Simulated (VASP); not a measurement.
# MgO (R3m) in VASP: further runs

MgO is run at these levels: LDA; tasks: single point.

Everything below comes from runs of VASP 6.6.1. Logs are shortened: lines on timing, memory, paths and dates and some standing lists are left out, and cuts for length are marked.

## 1. The cell of the first run

The structure is trigonal, space group R3m (No. 160). The conventional cell has a = 2.941 Å, b = 2.941 Å, c = 7.204 Å, α = 90.00°, β = 90.00°, γ = 120.00°. Within 2.7 Å of Mg (site symmetry 3m) lie 6 O at 2.07 to 2.09 Å. O (site symmetry 3m) has 6 Mg at 2.07 to 2.09 Å within 2.7 Å.

## 2. Single point, LDA (atom 1 moved by [0.01, 0.01, 0.01] A)

INCAR reads:

```
SYSTEM = MgO
ALGO = Normal ; EDIFF = 1E-7
ENCUT = 520 ; ISIF = 2
ISMEAR = 0 ; LASPH = .True.
LCHARG = .False. ; LREAL = .False.
LWAVE = .False. ; NBANDS = 11
NELM = 60 ; PREC = Accurate
SIGMA = 0.01
```

KPOINTS reads:

```
k-points
0
Gamma
  10 10 10
  0 0 0
```

POSCAR reads:

```
MgO
1.0
    0.0000000000      2.0795922133      2.0795922133
    2.0795922133      0.0000000000      2.0795922133
    2.0795922133      2.0795922133      0.0000000000
Mg O
1 1
Direct
    0.0024043175      0.0024043175      0.0024043175
    0.5000000000      0.5000000000      0.5000000000
```

Potentials or basis: VASP PAW LDA potentials, release 64 (Mg, O).

Launch:

```
$ cat potpaw_LDA.64/Mg/POTCAR potpaw_LDA.64/O/POTCAR > POTCAR
$ mpirun -np 1 vasp_std > vasp.out
```

OUTCAR:

```text
SYSTEM = MgO
   EDIFF = 1E-7
   ENCUT = 520
   ISIF = 2
   ISMEAR = 0
   LASPH = .True.
   LREAL = .False.
   NELM = 60
   PREC = Accurate

 ion  position               nearest neighbor table
   1  0.002  0.002  0.002-   2 2.07   2 2.07   2 2.07   2 2.09   2 2.09   2 2.09
   2  0.500  0.500  0.500-   1 2.07   1 2.07   1 2.07   1 2.09   1 2.09   1 2.09

  LATTYP: Found a face centered cubic cell.
 ALAT       =     4.1591844266

  Lattice vectors:

 A1 = (   0.0000000000,   2.0795922133,   2.0795922133)
 A2 = (   2.0795922133,   0.0000000000,   2.0795922133)
 A3 = (   2.0795922133,   2.0795922133,   0.0000000000)

Analysis of symmetry for initial positions (statically):
=====================================================================
 Subroutine PRICEL returns:
 Original cell was already a primitive cell.

 Routine SETGRP: Setting up the symmetry group for a
 face centered cubic supercell.

 Subroutine GETGRP returns: Found  6 space group operations
 (whereof  6 operations were pure point group operations)
 out of a pool of 48 trial point group operations.

The static configuration has the point symmetry C_3v.

Analysis of symmetry for dynamics (positions and initial velocities):
=====================================================================
 Subroutine PRICEL returns:
 Original cell was already a primitive cell.

 Routine SETGRP: Setting up the symmetry group for a
 face centered cubic supercell.

 Subroutine GETGRP returns: Found  6 space group operations
 (whereof  6 operations were pure point group operations)
 out of a pool of 48 trial point group operations.

The dynamic configuration has the point symmetry C_3v.

 Subroutine INISYM returns: Found  6 space group operations
 (whereof  6 operations are pure point group operations),
 and found     1 'primitive' translations

----------------------------------------------------------------------------------------

                                     Primitive cell

  volume of cell :      17.9872

  direct lattice vectors                    reciprocal lattice vectors
     0.000000000  2.079592213  2.079592213    -0.240431752  0.240431752  0.240431752
     2.079592213  0.000000000  2.079592213     0.240431752 -0.240431752  0.240431752
     2.079592213  2.079592213  0.000000000     0.240431752  0.240431752 -0.240431752

  length of vectors
     2.940987512  2.940987512  2.940987512     0.416440011  0.416440011  0.416440011

  position of ions in fractional coordinates (direct lattice)
     0.002404318  0.002404318  0.002404318
     0.500000000  0.500000000  0.500000000

  ion indices of the primitive-cell ions
   primitive index   ion index
                 1           1
                 2           2

----------------------------------------------------------------------------------------

 KPOINTS: k-points

Automatic generation of k-mesh.
 Grid dimensions read from file:
 generate k-points for:   10   10   10

 Generating k-lattice:

  Cartesian coordinates                     Fractional coordinates (reciprocal lattice)
    -0.024043175  0.024043175  0.024043175     0.100000000  0.000000000  0.000000000
     0.024043175 -0.024043175  0.024043175     0.000000000  0.100000000  0.000000000
     0.024043175  0.024043175 -0.024043175     0.000000000  0.000000000  0.100000000

  Length of vectors
     0.041644001  0.041644001  0.041644001

  Shift w.r.t. Gamma in fractional coordinates (k-lattice)
     0.000000000  0.000000000  0.000000000

 Subroutine IBZKPT returns following result:
 ===========================================

 Found    116 irreducible k-points:

 Following reciprocal coordinates:
            Coordinates               Weight
  0.000000  0.000000  0.000000      1.000000
  0.100000  0.000000  0.000000      6.000000
  0.100000  0.100000  0.100000      2.000000
  0.200000  0.000000  0.000000      6.000000
  0.200000  0.200000  0.200000      2.000000
  0.300000  0.000000  0.000000      6.000000
[... 16 lines left out ...]
  0.100000  0.100000 -0.400000      6.000000
  0.500000  0.400000  0.500000      6.000000
 [... further k-points ...]
   k-points           NKPTS =    116   k-points in BZ     NKDIM =    116   number of bands    NBANDS=     11
   number of dos      NEDOS =    301   number of ions     NIONS =      2
   total plane-waves  NPLWV =  13824
   dimension x,y,z NGX =    24 NGY =   24 NGZ =   24
   dimension x,y,z NGXF=    48 NGYF=   48 NGZF=   48
   ions per type =               1   1
   NGX,Y,Z   is equivalent  to a cutoff of  13.57, 13.57, 13.57 a.u.
   NGXF,Y,Z  is equivalent  to a cutoff of  27.13, 27.13, 27.13 a.u.
 SYSTEM =  MgO
   PREC   = accura    normal or accurate (medium, high low for compatibility)
   ISTART =      0    job   : 0-new  1-cont  2-samecut
   ICHARG =      2    charge: 1-file 2-atom 10-const
   ISPIN  =      1    spin polarized calculation?
   LNONCOLLINEAR =      F non collinear calculations
   LSORBIT =      F    spin-orbit coupling
   LASPH  =      T    aspherical Exc in radial PAW
   ENCUT  =  520.0 eV  38.22 Ry    6.18 a.u.   5.47  5.47  5.47*2*pi/ulx,y,z
   NELM   =     60;   NELMIN=  2; NELMDL= -5     # of ELM steps
   EDIFF  = 0.1E-06   stopping-criterion for ELM
   LREAL  =      F    real-space projection
   EDIFFG = 0.1E-05   stopping-criterion for IOM
   NSW    =      0    number of steps for IOM
   IBRION =     -1    ionic relax: 0-MD 1-quasi-New 2-CG
   NFREE  =      0    steps in history (QN), initial steepest desc. (CG)
   ISIF   =      2    stress and relaxation
   ISYM   =      2    0-nonsym 1-usesym 2-fastsym
   POTIM  = 0.5000    time-step for ionic-motion
   TEBEG  =    0.0;   TEEND  =   0.0 temperature during run
   PSTRESS=    0.0 pullay stress
   NELECT =       8.0000    total number of electrons
   NUPDOWN=      -1.0000    fix difference up-down
   EMIN   =  10.00;   EMAX   =-10.00  energy-range for DOS
   EFERMI =   0.00;   METHOD = LEGACY
   ISMEAR =     0;   SIGMA  =   0.01  broadening in eV -4-tet -1-fermi 0-gaus
   EFERMI_NEDOS =   21; number of points for ismear=-14 and -15
   IALGO  =     38    algorithm
   IMIX   =      4    mixing-type and parameters
     AMIX     =   0.40;   BMIX     =  1.00
     AMIX_MAG =   1.60;   BMIX_MAG =  1.00
  volume/ion in A,a.u.               =       8.99        60.69
  Fermi-wavevector in a.u.,A,eV,Ry     =   1.249635  2.361468 21.246702  1.561589
  Thomas-Fermi vector in A             =   2.383667
   LORBIT       =      0    0 simple, 1 ext, 2 COOP (PROOUT), +10 PAW based schemes
   GGA     = CA    functional components
   LHFCALC =     F    Hartree Fock is set to
   AEXX    =    0.0000 exact exchange contribution
   IVDW    =     0    specifies the selected vdW correction
   LEPSILON=     F    determine dielectric tensor
   LRPA    =     F    only Hartree local field effects (RPA)
 non-spin polarized calculation
 Gauss-broadening in eV      SIGMA  =   0.01
  energy-cutoff  :      520.00
  volume of cell :       17.99
 maximum number of plane-waves:       531
 NGX is ok and might be reduce to    24
   NGX = 11   NGY = 11   NGZ = 11

 number of electron       8.0000000 magnetization

 Free energy of the ion-electron system (eV)
  ---------------------------------------------------
  ext. energy  EPLUGINS =         0.00000000
  ---------------------------------------------------
  free energy    TOTEN  =       -13.44386992 eV

  energy without entropy =      -13.44386992  energy(sigma->0) =      -13.44386992

 E-fermi :   3.2536     XC(G=0): -11.7759

 val. band max:        3.1742413324   @ k =   0.0000   0.0000   0.0000
 cond. band min:       8.2088266032   @ k =   0.0000   0.0000   0.0000
 fundamental gap:      5.0345852708
 Fermi energy:         3.2536212653

 k-point     1 :       0.0000    0.0000    0.0000
  band No.  band energies     occupation
      1     -14.0316      2.00000
      2       3.1737      2.00000
      3       3.1737      2.00000
      4       3.1742      2.00000
      5       8.2088      0.00000
      6      18.9055      0.00000
      7      18.9055      0.00000
      8      18.9076      0.00000
      9      23.0293      0.00000
     10      24.7215      0.00000
     11      24.7215      0.00000

 k-point     2 :       0.1000    0.0000    0.0000
  band No.  band energies     occupation
      1     -13.9138      2.00000
      2       2.5069      2.00000
      3       3.1000      2.00000
      4       3.1006      2.00000
      5       8.8277      0.00000
      6      17.6690      0.00000
      7      19.1593      0.00000
      8      19.1614      0.00000
      9      24.0229      0.00000
     10      24.0232      0.00000
     11      24.7232      0.00000

 k-point     3 :       0.1000    0.1000    0.1000
  band No.  band energies     occupation
      1     -13.9138      2.00000
      2       2.5074      2.00000
      3       3.1000      2.00000
      4       3.1000      2.00000
      5       8.8279      0.00000
      6      17.6706      0.00000
      7      19.1595      0.00000
      8      19.1595      0.00000
      9      24.0231      0.00000
     10      24.0231      0.00000
     11      24.7234      0.00000

 k-point     4 :       0.2000    0.0000    0.0000
  band No.  band energies     occupation
      1     -13.5893      2.00000
      2       1.1308      2.00000
      3       2.9135      2.00000
      4       2.9142      2.00000
      5       9.9970      0.00000
      6      16.1880      0.00000
      7      19.6857      0.00000
      8      19.6874      0.00000
      9      23.3371      0.00000
     10      23.3377      0.00000
     11      25.7128      0.00000
[... 239 lines left out ...]
 k-point    22 :       0.5000    0.1000    0.0000
  band No.  band energies     occupation
      1     -12.5549      2.00000
      2      -1.5117      2.00000
      3       2.1114      2.00000
      4       2.3889      2.00000
      5      11.6166      0.00000
      6      15.8543      0.00000
      7      18.5309      0.00000
      8      19.8384      0.00000
      9      24.5430      0.00000
     10      25.8994      0.00000
     11      26.1242      0.00000

 k-point    23 :       0.1000    0.1000   -0.4000
  band No.  band energies     occupation
      1     -12.5549      2.00000
      2      -1.5117      2.00000
      3       2.1119      2.00000
      4       2.3883      2.00000
      5      11.6167      0.00000
      6      15.8541      0.00000
      7      18.5340      0.00000
      8      19.8340      0.00000
      9      24.5456      0.00000
     10      25.9013      0.00000
     11      26.1209      0.00000

 k-point    24 :       0.5000    0.4000    0.5000
  band No.  band energies     occupation
      1     -12.5549      2.00000
      2      -1.5117      2.00000
      3       2.1111      2.00000
      4       2.3882      2.00000
      5      11.6176      0.00000
      6      15.8557      0.00000
      7      18.5332      0.00000
      8      19.8351      0.00000
      9      24.5423      0.00000
     10      25.9030      0.00000
     11      26.1205      0.00000

 [... further k-points ...]

------------------------ aborting loop because EDIFF is reached ----------------------------------------

  FORCE on cell =-STRESS in cart. coord.  units (eV):
  Direction    XX          YY          ZZ          XY          YZ          ZX
  --------------------------------------------------------------------------------------
  -------------------------------------------------------------------------------------
  Total       -0.1856519     -0.1856519     -0.1856519     -0.0008065     -0.0008065     -0.0008065
  in kB      -16.5365668    -16.5365668    -16.5365668     -0.0718354     -0.0718354     -0.0718354
  external PRESSURE =     -16.5365668 kB  Pullay stress =       0.0000000 kB

 VOLUME and BASIS-vectors are now :
 -----------------------------------------------------------------------------
  energy-cutoff  :      520.00
  volume of cell :       17.99
      direct lattice vectors                 reciprocal lattice vectors
     0.000000000  2.079592213  2.079592213    -0.240431752  0.240431752  0.240431752
     2.079592213  0.000000000  2.079592213     0.240431752 -0.240431752  0.240431752
     2.079592213  2.079592213  0.000000000     0.240431752  0.240431752 -0.240431752

 POSITION                                       TOTAL-FORCE (eV/Angst)
 -----------------------------------------------------------------------------------
      0.01000      0.01000      0.01000        -0.060912     -0.060912     -0.060912
      2.07959      2.07959      2.07959         0.060912      0.060912      0.060912
 -----------------------------------------------------------------------------------
    total drift:                               -0.000008     -0.000008     -0.000008

  FREE ENERGIE OF THE ION-ELECTRON SYSTEM (eV)
  ---------------------------------------------------
  free  energy   TOTEN  =       -13.4438699173 eV

  energy  without entropy=      -13.4438699173  energy(sigma->0) =      -13.44386992
```

Wall time 24 s (1 thread of Intel Xeon 8259CL, shared host); peak memory 0.14 GiB.

Results:

```
Free energy            : -13.4439 eV
Pressure               : -1.7 GPa
Largest force          : 0.106 eV/Å
Band gap on the k mesh : 5.03 eV, direct
```

Forces in eV/Å, atoms in the order of the input:
```
Mg  -0.061 -0.061 -0.061
O    0.061  0.061  0.061
```

Caveat: the cell differs from its parent crystal (atom 1 moved by [0.01, 0.01, 0.01] A).

## 3. Single point, LDA (atom 1 moved by [-0.01, -0.01, -0.01] A)

INCAR reads:

```
PREC = Accurate ; ENCUT = 520
EDIFF = 1E-6 ; ISMEAR = 0
SIGMA = 0.01 ; LREAL = False
LASPH = True ; NELM = 80
ALGO = Normal ; ISIF = 2
LWAVE = False ; LCHARG = False
NBANDS = 11
```

KPOINTS reads:

```
regular mesh
0
Gamma
  10 10 10
```

Edit POSCAR of step 2 so:

```diff
@@ -8,3 +8,3 @@
 Direct
-    0.0024043175      0.0024043175      0.0024043175
+   -0.0024043175     -0.0024043175     -0.0024043175
     0.5000000000      0.5000000000      0.5000000000
```

Potentials or basis: VASP PAW LDA potentials, release 64 (Mg, O).

Launch:

```
$ cat potpaw_LDA.64/Mg/POTCAR potpaw_LDA.64/O/POTCAR > POTCAR
$ mpirun -np 1 vasp_std > vasp.out
```

It took 21 s on 1 thread of Intel Xeon 8259CL, shared host; peak memory 0.14 GiB.

Results (log left out):

- Free energy: -13.4439 eV
- Pressure: -1.6 GPa
- Largest force: 0.106 eV/Å
- Band gap on the k mesh: 5.03 eV, direct

Forces in eV/Å, atoms in the order of the input:
```
Mg   0.061  0.061  0.061
O   -0.061 -0.061 -0.061
```

Levels at points of the mesh, in eV from the valence-band top:
```tsv
k point	band 2	band 3	band 4	band 5	band 6	band 7
(0.00, 0.00, 0.00)	0.00	0.00	0.00	5.03	15.73	15.73
(0.50, 0.00, 0.00)	-4.87	-0.71	-0.71	7.97	12.83	16.39
(0.50, 0.50, 0.50)	-4.87	-0.71	-0.71	7.97	12.83	16.39
(0.50, 0.50, 0.00)	-4.31	-1.43	-1.43	8.92	10.11	13.30
```

Caveat: the cell differs from its parent crystal (atom 1 moved by [-0.01, -0.01, -0.01] A).
